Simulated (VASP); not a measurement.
Here is a VASP 6.6.1 calculation.

INCAR

```
SYSTEM = AgCl
PREC     = Accurate       ! precision mode
ENCUT    = 520            ! plane-wave cutoff, eV
EDIFF    = 1E-6           ! SCF threshold, eV
ISMEAR   = -1             ! smearing method
SIGMA    = 0.02           ! smearing width, eV
LREAL    = .False.        ! projectors in reciprocal space
LASPH    = .True.         ! aspherical terms in the spheres
NELM     = 80             ! most SCF steps
ALGO     = Normal         ! electronic algorithm
ISIF     = 2              ! what is computed and relaxed
LWAVE    = .False.        ! write WAVECAR
LCHARG   = .False.        ! write CHGCAR
GGA      = PE             ! functional
NBANDS   = 16             ! bands
```

The input KPOINTS:

```
regular mesh
0
Gamma
  8 8 8
  0 0 0
```

POSCAR

```
AgCl
1.0
    0.0000000000      2.8714210699      3.2200567417
    2.8714210699      0.0000000000      3.2200567417
    2.8714210699      2.8714210699      0.0000000000
Ag Cl
1 1
Direct
    0.0000000000      0.0000000000      0.0000000000
    0.2500000000      0.2500000000      0.2500000000
```

Potentials or basis: VASP PAW PBE potentials, release 64 (Ag, Cl).

Command:

```sh
$ cat potpaw_PBE.64/Ag/POTCAR potpaw_PBE.64/Cl/POTCAR > POTCAR
$ mpirun -np 1 vasp_std > vasp.out
```

**Question.** Estimate the pressure.

**Answer.** 1.2 GPa.

**Question.** Predict the band gap on the k mesh.

**Answer.** 1.20 eV.

Stress tensor (GPa, compression positive):
```
1.26 0.00 0.00
0.00 1.26 0.00
0.00 0.00 0.99
```

Caveat: the cell differs from its parent crystal (epitaxial xy strain -4.1%); the structure was generated, so it needn't be the stable form of AgCl.
